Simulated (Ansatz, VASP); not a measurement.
# Cd4Te3S in VASP and in Ansatz

```
Cd Te S
1.0
     0.00000   -3.16085   -3.16085
     3.14979    6.32329   -3.16243
     6.31365   -3.16660    3.16660
Cd Te S
4 3 1
Direct
  0.74152 0.48305 0.22577
  0.49581 0.99162 0.49968
  0.24599 0.49198 0.77169
  0.01678 0.03357 0.00425
  0.93343 0.86686 0.30101
  0.68720 0.37441 0.56056
  0.43913 0.87825 0.82158
  0.19013 0.38027 0.06547
```

Alike in both runs: functional PBEsol; k mesh 6 × 6 × 4; occupations gaussian, width 0.1 eV; no spin polarisation.

Ansatz relaxed the structure, and its values are those at the end. VASP's run is a single point on that final structure, the one shown.

|  | VASP | Ansatz |
| --- | --- | --- |
| version | VASP 6.6.1 | Ansatz 0.2.0 |
| potentials or method | VASP PAW PBE potentials, release 64 (Cd, Te, S), cutoff 500 eV | scalar-relativistic, plane waves, PAW |
| valence electrons in the cell | 72 | 134 |

|  | VASP | Ansatz | Ansatz less VASP |
| --- | --- | --- | --- |
| gap on the k mesh at the Fermi level (eV) | 0.37 | 0.37 | +0.001 |
| least direct gap on the mesh (eV) | 0.37 | 0.37 | +0.001 |
| pressure (GPa) | 0.2 | 0.0 | -0.21 |
| rms of the force components (eV/Å) | 0.010 | 0.010 | -0.0005 |

VASP's potentials were made for PBE, not for PBEsol. The functional is the same, so the differences come from potentials, cutoffs and numerics. VASP's potentials hold 72 valence electrons a cell and Ansatz's 134, so a difference there can come from the potentials and not from the codes.

Neither program's run includes spin-orbit coupling.
